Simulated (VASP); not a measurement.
Write the native input for VASP 6.6.1 that does the following.

* Task: single point
* Functional: r2SCAN
* Potentials or basis: VASP PAW PBE potentials, release 64 (Si)
* Cutoff: 520 eV
* k mesh: 24 × 22 × 14
* Occupations: gaussian, width 0.15 eV
* Spin: no spin polarisation
* Dipole correction: no
* Further INCAR settings: ALGO = Normal; EDIFF = 1e-07; NBANDS = 11

Si:

```
Si
1.0
     0.00000    0.00000    2.49380
     2.62900    0.00000    0.00000
     0.00000    4.55356    0.00000
Si
2
Direct
  0.00000 0.00000 0.95882
  0.00000 0.50000 0.54118
```

This cell differs from its parent crystal: atoms displaced along a vibrational mode.

These files were run (other wordings do the same):

POSCAR

```
Si
1.0
    0.0000000000      0.0000000000      2.4937990725
    2.6290009028      0.0000000000      0.0000000000
   -0.0000000001      4.5535631368      0.0000000000
Si
2
Direct
    0.0000000000      0.0000000000     -0.0411765456
    0.0000000000      0.5000000000      0.5411765456
```

INCAR.step1

```
ALGO = Normal ; EDIFF = 1E-4
ENCUT = 520 ; GGA = PE
ISMEAR = 0 ; LASPH = T
LCHARG = F ; LREAL = F
LWAVE = T ; NBANDS = 11
NELM = 100 ; PREC = Accurate
SIGMA = 0.15
```

INCAR.step2

```
ALGO = Normal ; EDIFF = 1E-7
ENCUT = 520 ; ISIF = 2
ISMEAR = 0 ; ISTART = 1
LASPH = T ; LCHARG = F
LMIXTAU = T ; LREAL = F
LWAVE = F ; METAGGA = R2SCAN
NBANDS = 11 ; NELM = 100
PREC = Accurate ; SIGMA = 0.15
```

KPOINTS

```
k-points
0
Gamma
  24 22 14
```

Potentials or basis: VASP PAW PBE potentials, release 64 (Si).

Launch:

```bash
$ cat potpaw_PBE.64/Si/POTCAR > POTCAR
$ cp INCAR.step1 INCAR
$ mpirun -np 1 vasp_std > vasp.out
$ cp INCAR.step2 INCAR
$ mpirun -np 1 vasp_std > vasp.out
```

Results of the run:

* Pressure: 9.4 GPa
* Largest force: 2.322 eV/Å
* Band gap on the k mesh: zero (bands 4 and 5 overlap by 7.13 eV)

Caveat: the cell differs from its parent crystal (atoms displaced along a vibrational mode); the stress differs along the axes, from -2 to 19 GPa; the PAW data sets were made with another functional, which shifts forces and pressure a little.

It took 30 min on 1 thread of AMD EPYC 7R43 64-Core Processor (Zen 3), on a shared host, peak memory 0.36 GiB.
